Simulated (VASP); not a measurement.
## NiO2: single point with PBEsol

The system is NiO2.

```
CELL_PARAMETERS angstrom
2.82213 0.00000 0.00000
-1.41106 2.44404 0.00000
0.00000 0.00000 4.83910
ATOMIC_POSITIONS crystal
Ni 0.00000 0.00000 0.50000
O 0.66667 0.33333 0.70023
O 0.33333 0.66667 0.29977
```

This cell differs from its parent crystal: atoms shifted along a free coordinate, c/a of the conventional cell at fixed volume 1.7147.

```yaml
Program: VASP 6.6.1
Task: single point
Functional: PBEsol
Potentials_or_basis: VASP PAW PBE potentials, release 64 (Ni_sv_GW, O)
Cutoff: 700 eV
k_mesh: 12 × 12 × 6
Occupations: gaussian, width 0.05 eV
Spin: no spin polarisation
Dipole_correction: no
Further_INCAR_settings: ALGO = Normal; EDIFF = 1e-06; NBANDS = 22
```

```
Pressure               : -9.5 GPa
Largest force          : 0.902 eV/Å
Band gap on the k mesh : 0.93 eV (least direct gap 1.12 eV)
```

Forces on the atoms (eV/Å):
```
Ni   0.000  0.000  0.000
O    0.000  0.000 -0.902
O    0.000  0.000  0.902
```

Stress tensor (GPa, compression positive):
```
-9.97  0.00  0.00
 0.00 -9.97  0.00
 0.00  0.00 -8.70
```

Levels at points of the mesh, in eV from the valence-band top:
```csv
k point,band 11,band 12,band 13,band 14,band 15,band 16,band 17,band 18,band 19,band 20
"(0.00, 0.00, 0.00)",-1.98,-1.01,-1.01,-0.81,-0.36,2.13,2.13,7.29,10.78,13.88
"(0.50, 0.00, 0.00)",-2.61,-2.02,-1.59,-1.56,-0.94,1.54,2.06,12.09,12.98,13.69
"(0.00, 0.00, 0.50)",-1.99,-1.83,-1.03,-1.03,-0.12,2.16,2.16,9.19,9.51,13.39
"(0.50, 0.00, 0.50)",-2.55,-1.59,-1.58,-1.58,-1.00,1.54,2.01,11.54,12.44,14.42
```

Wall time 110 s on 1 thread of Intel(R) Xeon(R) Platinum 8488C (Sapphire Rapids), on a shared host, peak memory 0.26 GiB.

Caveat: the cell stands under tension; the PAW data sets were made with another functional, which shifts forces and pressure a little; the run has no spin polarisation, though such a crystal can be magnetic. A k mesh can miss the band edges.
